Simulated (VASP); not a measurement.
# GaN (Fm-3m) in VASP: a series of runs, part 2 of 2

VASP 6.6.1. The steps go on from the part before.

## Step 5: Single point, PBEsol (8.64 Å³/atom)

This run uses another cell than the first one, of 8.64 Å³/atom.

Contents of INCAR:

```
SYSTEM = GaN
PREC     = Accurate       ! precision mode
ENCUT    = 600            ! plane-wave cutoff, eV
EDIFF    = 1E-6           ! SCF threshold, eV
ISMEAR   = 0              ! smearing method
SIGMA    = 0.03           ! smearing width, eV
LREAL    = .FALSE.        ! projectors in reciprocal space
LASPH    = .TRUE.         ! aspherical terms in the spheres
NELM     = 120            ! most SCF steps
ALGO     = Normal         ! electronic algorithm
ISIF     = 2              ! what is computed and relaxed
LWAVE    = .FALSE.        ! write WAVECAR
LCHARG   = .TRUE.         ! write CHGCAR
GGA      = PS             ! functional
LELF     = .TRUE.         ! ELF
LVHAR    = .TRUE.       
NBANDS   = 16             ! bands
GGA_COMPAT= .FALSE.
```

Contents of KPOINTS:

```
Automatic mesh
0
G
  12 12 12
  0 0 0
```

Contents of POSCAR:

```
GaN
1.0
    0.0000000000      2.0521624233      2.0521624233
    2.0521624233      0.0000000000      2.0521624233
    2.0521624233      2.0521624233      0.0000000000
Ga N
1 1
Direct
    0.0000000000      0.0000000000      0.0000000000
    0.5000000000      0.5000000000      0.5000000000
```

Started as:

```
cat potpaw_PBE.64/Ga_d/POTCAR potpaw_PBE.64/N/POTCAR > POTCAR
mpirun -np 1 vasp_std > vasp.out
```

Wall time 8.2 s (1 thread of Intel Xeon 6975P-C (Granite Rapids), shared host); peak memory 0.15 GiB.

Results (log left out):

```yaml
Free_energy: -12.1545 eV
Pressure: 23.7 GPa
Band_gap_on_the_k_mesh: 1.08 eV (least direct gap 3.92 eV)
```

Levels at points of the mesh, in eV from the valence-band top:
| k point | band 7 | band 8 | band 9 | band 10 | band 11 | band 12 |
| --- | --- | --- | --- | --- | --- | --- |
| (0.00, 0.00, 0.00) | -0.63 | -0.63 | -0.63 | 3.29 | 15.13 | 15.13 |
| (0.50, 0.00, 0.00) | -8.78 | -0.17 | -0.17 | 4.98 | 9.48 | 9.48 |
| (0.50, 0.50, 0.00) | -7.93 | -3.43 | -3.43 | 1.08 | 7.78 | 12.75 |

Caveat: the cell stands under pressure; the PAW data sets were made with another functional, which shifts forces and pressure a little. A k mesh can miss the band edges.

## Step 6: Single point, PBEsol (9.02 Å³/atom)

This run uses another cell than the first one, of 9.02 Å³/atom.

Contents of INCAR:

```
ALGO = Normal ; EDIFF = 1E-6
ENCUT = 600 ; GGA = PS
GGA_COMPAT = False ; ISIF = 2
ISMEAR = 0 ; LASPH = True
LCHARG = True ; LELF = True
LREAL = False ; LVHAR = True
LWAVE = False ; NBANDS = 16
NELM = 120 ; PREC = Accurate
SIGMA = 0.03
```

Contents of KPOINTS:

```
k-points
0
Gamma
  12 12 12
```

Contents of POSCAR:

```
GaN
1.0
    0.0000000000      2.0814829907      2.0814829907
    2.0814829907      0.0000000000      2.0814829907
    2.0814829907      2.0814829907      0.0000000000
Ga N
1 1
Direct
    0.0000000000      0.0000000000      0.0000000000
    0.5000000000      0.5000000000      0.5000000000
```

Potentials or basis: VASP PAW PBE potentials, release 64 (Ga_d, N).

Started as:

```
cat potpaw_PBE.64/Ga_d/POTCAR potpaw_PBE.64/N/POTCAR > POTCAR
mpirun -np 1 vasp_std > vasp.out
```

Run time: 7.9 s. Hardware: 1 thread of Intel Xeon 6975P-C (Granite Rapids), shared host; peak memory 0.15 GiB.

The run converged. Its results:

```
Free energy            : -12.2356 eV
Pressure               : 10.6 GPa
Band gap on the k mesh : 0.80 eV (least direct gap 3.34 eV)
```

Levels at points of the mesh, in eV from the valence-band top:
| k point | band 6 | band 7 | band 8 | band 9 | band 10 | band 11 | band 12 | band 13 |
| --- | --- | --- | --- | --- | --- | --- | --- | --- |
| (0.00, 0.00, 0.00) | -13.82 | -0.58 | -0.58 | -0.58 | 2.76 | 14.87 | 14.87 | 14.87 |
| (0.50, 0.00, 0.00) | -13.67 | -8.56 | -0.17 | -0.17 | 4.79 | 9.23 | 9.23 | 9.99 |
| (0.50, 0.50, 0.00) | -10.81 | -7.57 | -3.26 | -3.26 | 0.80 | 7.73 | 12.31 | 15.01 |

Caveat: the cell stands under pressure; the PAW data sets were made with another functional, which shifts forces and pressure a little. A k mesh can miss the band edges.

## Step 7: Single point, PBEsol (9.39 Å³/atom)

This run uses another cell than the first one, of 9.39 Å³/atom.

Contents of INCAR:

```
  PREC = Accurate
  ENCUT = 600
  EDIFF = 1E-6
  ISMEAR = 0
  SIGMA = 0.03
  LREAL = False
  LASPH = True
  NELM = 120
  ALGO = Normal
  ISIF = 2
  LWAVE = False
  LCHARG = False
  GGA = PS
  NBANDS = 16
  GGA_COMPAT = False
```

Contents of KPOINTS:

```
Automatic mesh
0
Gamma
  12 12 12
```

Contents of POSCAR:

```
GaN
1.0
    0.0000000000      2.1100000000      2.1100000000
    2.1100000000      0.0000000000      2.1100000000
    2.1100000000      2.1100000000      0.0000000000
Ga N
1 1
Direct
    0.0000000000      0.0000000000      0.0000000000
    0.5000000000      0.5000000000      0.5000000000
```

Potentials or basis: VASP PAW PBE potentials, release 64 (Ga_d, N).

Started as:

```
cat potpaw_PBE.64/Ga_d/POTCAR potpaw_PBE.64/N/POTCAR > POTCAR
mpirun -np 1 vasp_std > vasp.out
```

OUTCAR:

```text
PREC = Accurate
   ENCUT = 600
   EDIFF = 1E-6
   ISMEAR = 0
   LREAL = False
   LASPH = True
   NELM = 120
   ISIF = 2
   GGA = PS

 ion  position               nearest neighbor table
   1  0.000  0.000  0.000-   2 2.11   2 2.11   2 2.11   2 2.11   2 2.11   2 2.11
   2  0.500  0.500  0.500-   1 2.11   1 2.11   1 2.11   1 2.11   1 2.11   1 2.11

  LATTYP: Found a face centered cubic cell.
 ALAT       =     4.2200000000

  Lattice vectors:

 A1 = (   0.0000000000,   2.1100000000,   2.1100000000)
 A2 = (   2.1100000000,   0.0000000000,   2.1100000000)
 A3 = (   2.1100000000,   2.1100000000,   0.0000000000)

Analysis of symmetry for initial positions (statically):
=====================================================================
 Subroutine PRICEL returns:
 Original cell was already a primitive cell.

 Routine SETGRP: Setting up the symmetry group for a
 face centered cubic supercell.

 Subroutine GETGRP returns: Found 48 space group operations
 (whereof 48 operations were pure point group operations)
 out of a pool of 48 trial point group operations.

The static configuration has the point symmetry O_h .

Analysis of symmetry for dynamics (positions and initial velocities):
[... 161 lines left out ...]
 val. band max:        7.8387223258   @ k =  -0.1667   0.1667   0.0000
 cond. band min:       8.3741480170   @ k =   0.5000   0.5000   0.0000
 fundamental gap:      0.5354256912
 Fermi energy:         8.0712978327

 k-point     1 :       0.0000    0.0000    0.0000
  band No.  band energies     occupation
      1      -9.5339      2.00000
      2      -6.0999      2.00000
      3      -6.0999      2.00000
      4      -6.0999      2.00000
      5      -6.0021      2.00000
      6      -6.0021      2.00000
[... 433 lines left out ...]
      3      -6.2011      2.00000
      4      -6.0369      2.00000
      5      -5.8757      2.00000
      6      -5.0212      2.00000
[... 8 lines left out ...]
     15      28.3839      0.00000
     16      29.0885      0.00000

 [... further k-points ...]

------------------------ aborting loop because EDIFF is reached ----------------------------------------

  FORCE on cell =-STRESS in cart. coord.  units (eV):
  Direction    XX          YY          ZZ          XY          YZ          ZX
  --------------------------------------------------------------------------------------
  -------------------------------------------------------------------------------------
  Total        0.0176952      0.0176952      0.0176952     -0.0000000     -0.0000000      0.0000000
  in kB        1.5089951      1.5089951      1.5089951     -0.0000000     -0.0000000      0.0000000
  external PRESSURE =       1.5089951 kB  Pullay stress =       0.0000000 kB

 VOLUME and BASIS-vectors are now :
 -----------------------------------------------------------------------------
  energy-cutoff  :      600.00
  volume of cell :       18.79
      direct lattice vectors                 reciprocal lattice vectors
     0.000000000  2.110000000  2.110000000    -0.236966825  0.236966825  0.236966825
     2.110000000  0.000000000  2.110000000     0.236966825 -0.236966825  0.236966825
     2.110000000  2.110000000  0.000000000     0.236966825  0.236966825 -0.236966825

 POSITION                                       TOTAL-FORCE (eV/Angst)
 -----------------------------------------------------------------------------------
      0.00000      0.00000      0.00000         0.000000      0.000000      0.000000
      2.11000      2.11000      2.11000         0.000000      0.000000     -0.000000
 -----------------------------------------------------------------------------------
    total drift:                                0.000000     -0.000000     -0.000000

  FREE ENERGIE OF THE ION-ELECTRON SYSTEM (eV)
  ---------------------------------------------------
  free  energy   TOTEN  =       -12.2618583046 eV

  energy  without entropy=      -12.2618583046  energy(sigma->0) =      -12.26185830
```

stdout:

```text
POSCAR found type information on POSCAR GaN
 POSCAR found :  2 types and       2 ions
 scaLAPACK will be used
 -----------------------------------------------------------------------------
|                                                                             |
|                                                                             |
|     You enforced a specific xc type in the INCAR file but a different       |
|     I HOPE YOU KNOW WHAT YOU ARE DOING!                                     |
|                                                                             |
 -----------------------------------------------------------------------------

 LDA part: xc-table for (Slater+PW92), standard interpolation
 POSCAR, INCAR and KPOINTS ok, starting setup
 FFT: planning ... GRIDC
 FFT: planning ... GRID_SOFT
 FFT: planning ... GRID
 WAVECAR not read
 entering main loop
```

Run time: 7.5 s. Hardware: 1 thread of Intel Xeon 6975P-C (Granite Rapids), shared host; peak memory 0.15 GiB.

Results:

```yaml
Free_energy: -12.2619 eV
Pressure: 0.2 GPa
Band_gap_on_the_k_mesh: 0.54 eV (least direct gap 2.81 eV)
```

Levels at points of the mesh, in eV from the valence-band top:
| k point | band 5 | band 6 | band 7 | band 8 | band 9 | band 10 | band 11 | band 12 | band 13 | band 14 |
| --- | --- | --- | --- | --- | --- | --- | --- | --- | --- | --- |
| (0.00, 0.00, 0.00) | -13.84 | -13.84 | -0.53 | -0.53 | -0.53 | 2.28 | 14.63 | 14.63 | 14.63 | 15.77 |
| (0.50, 0.00, 0.00) | -13.70 | -13.70 | -8.35 | -0.18 | -0.18 | 4.61 | 9.00 | 9.00 | 9.43 | 16.24 |
| (0.50, 0.50, 0.00) | -13.65 | -10.91 | -7.25 | -3.10 | -3.10 | 0.54 | 7.68 | 11.89 | 14.47 | 14.47 |

Caveat: the PAW data sets were made with another functional, which shifts forces and pressure a little.

## Step 8: Overview

| cell | gap on the mesh (eV) | pressure (GPa) |
| --- | --- | --- |
| a = 2.770 Å, angles 60.0°, 2 atoms | 2.10 | 86.1 |
| a = 2.816 Å, angles 60.0°, 2 atoms | 1.73 | 60.4 |
| a = 2.860 Å, angles 60.0°, 2 atoms | 1.39 | 40.0 |
| a = 2.902 Å, angles 60.0°, 2 atoms | 1.08 | 23.7 |
| a = 2.944 Å, angles 60.0°, 2 atoms | 0.80 | 10.6 |
| a = 2.984 Å, angles 60.0°, 2 atoms | 0.54 | 0.2 |

Alike in all rows: task single point; level PBEsol; potentials or basis VASP PAW PBE potentials, release 64 (Ga_d, N); no spin polarisation; k mesh 12 × 12 × 12; cutoff (eV) 600; smearing gaussian 0.03 eV.

Caveats: the PAW data sets were made with another functional, which shifts forces and pressure a little; the cell stands under pressure (at least some runs).

Absolute energies hang on the potentials; compare differences alone.
